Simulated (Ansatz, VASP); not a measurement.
# One calculation of Rh, two programs

```xyz
1
Lattice="0.0000 1.9047 1.9047 1.9047 0.0000 1.9047 1.9047 1.9047 0.0000" Properties=species:S:1:pos:R:3 pbc="T T T"
Rh    0.0000    0.0000    0.0000
```

Alike in both runs: task single point; functional PBE; k mesh 20 × 20 × 20; occupations fermi-dirac, width 0.15 eV; no spin polarisation.

|  | VASP | Ansatz |
| --- | --- | --- |
| version | VASP 6.6.1 | Ansatz 0.2.0 |
| potentials or method | VASP PAW PBE potentials, release 64 (Rh_pv), cutoff 520 eV | scalar-relativistic, plane waves, PAW |
| valence electrons in the cell | 15 | 17 |

|  | VASP | Ansatz | Ansatz less VASP |
| --- | --- | --- | --- |
| gap on the k mesh at the Fermi level (eV) | none | none | - |
| pressure (GPa) | 5.3 | 5.3 | 0.00 |

A gap of «none» marks a metal or a gap that the smearing closes. VASP's potentials hold 15 valence electrons a cell and Ansatz's 17, so a difference there can come from the potentials and not from the codes.
